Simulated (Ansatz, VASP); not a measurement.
One calculation of Na, two programs

```xyz
4
Lattice="3.6658 0.0000 0.0000 -1.8329 3.1747 0.0000 0.0000 0.0000 11.9183" Properties=species:S:1:pos:R:3 pbc="T T T"
Na    1.8329    3.1747    0.0000
Na    1.8329    3.1747    5.9592
Na    0.0000    2.1165    2.9796
Na    1.8329    1.0582    8.9387
```

Alike in both runs: task single point; functional revPBE; k mesh 11 × 11 × 3; occupations fermi-dirac, width 0.1 eV; no spin polarisation.

|  | VASP | Ansatz |
| --- | --- | --- |
| version | VASP 6.6.1 | Ansatz 0.2.0 |
| potentials or method | VASP PAW PBE potentials, release 64 (Na_pv), cutoff 520 eV | plane waves (420 eV) with PAW, scalar-relativistic |
| valence electrons in the cell | 28 | 36 |

Ansatz gave:

| Quantity | Value |
| --- | --- |
| pressure (GPa) | 1.1 |
| traceless stress, the component that is largest in VASP (GPa) | 0.16 |

**Question.** What did VASP give for the same quantities?

**Answer.** Pressure (GPa): 1.2; traceless stress, the component that is largest in VASP (GPa): 0.16.

VASP's potentials were made for PBE, not for revPBE. VASP's potentials hold 28 valence electrons a cell and Ansatz's 36, so a difference there can come from the potentials and not from the codes.
